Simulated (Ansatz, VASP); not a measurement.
# CdS in VASP and in Ansatz

```xyz
4
Lattice="4.1245 0.0000 0.0000 -2.0623 3.5720 0.0000 0.0000 0.0000 6.7092" Properties=species:S:1:pos:R:3 pbc="T T T"
Cd    0.0000    2.3813   -0.3092
Cd    2.0623    1.1907    3.0454
S     0.0000    2.3813    2.8385
S     2.0623    1.1907    6.1931
```

Change from the starting cell: polar distortion scaled by 0.25.

Alike in both runs: task single point; functional LDA; k mesh 9 × 9 × 4; no spin polarisation.

|  | VASP | Ansatz |
| --- | --- | --- |
| version | VASP 6.6.1 | Ansatz 0.2.0 |
| potentials or method | VASP PAW LDA potentials, release 64 (Cd, S), cutoff 520 eV | scalar-relativistic, plane waves, PAW |
| occupations | gaussian, width 0.01 eV | fixed |
| valence electrons in the cell | 36 | 52 |

```tsv
	VASP	Ansatz	Ansatz less VASP
gap on the k mesh at the Fermi level (eV)	1.24	1.21	-0.032
least direct gap on the mesh (eV)	1.24	1.21	-0.032
pressure (GPa)	1.8	1.2	-0.60
traceless stress, the component that is largest in VASP (GPa)	-5.97	-5.46	+0.509
rms of the force components (eV/Å)	0.247	0.237	-0.0100
```

Ansatz warns that its potentials were made for another functional, while VASP's fit it. LDA's correlation is that of Perdew and Zunger in VASP and of Perdew and Wang (1992) in Ansatz. Atom by atom the forces differ by 0.010 eV/Å (rms over components). VASP's potentials hold 36 valence electrons a cell and Ansatz's 52, so a difference there can come from the potentials and not from the codes.
